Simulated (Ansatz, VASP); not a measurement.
**Li3Au in VASP and in Ansatz**

```
Li Au
1.0
     3.82974    0.00000    0.00000
     0.00000    3.82974    0.00000
     0.00000    0.00000   26.95100
Li Au
3 1
Cartesian
  0.0000 1.9149 9.0361
  1.9149 0.0000 9.0361
  1.9149 1.9149 6.6592
  0.0000 0.0000 7.2686
```

Alike in both runs: functional PBE; k mesh 4 × 4 × 1; occupations gaussian, width 0.1 eV; no spin polarisation.

Ansatz relaxed the structure, and its values are those at the end. VASP's run is a single point on that final structure, the one shown.

```csv
,VASP,Ansatz
version,VASP 6.6.1,Ansatz 0.2.0
potentials or method,"VASP PAW PBE potentials, release 64 (Li_sv, Au), cutoff 520 eV","scalar-relativistic, plane waves, PAW"
valence electrons in the cell,20,28
```

```csv
,VASP,Ansatz,Ansatz less VASP
gap on the k mesh at the Fermi level (eV),none,none,-
rms of the force components (eV/Å),0.004,0.003,-0.0005
```

A gap of «none» marks a metal or a gap that the smearing closes. With one functional, cell and mesh, what is left measures potentials, basis and numerics. VASP's potentials hold 20 valence electrons a cell and Ansatz's 28, so a difference there can come from the potentials and not from the codes. Ansatz's warnings: slab cell height set.

The k mesh is coarse, so the values compare programs but aren't converged. Spin-orbit coupling is off throughout. Noted on VASP's run: the cutoff is short for stress, so the pressure is rough.
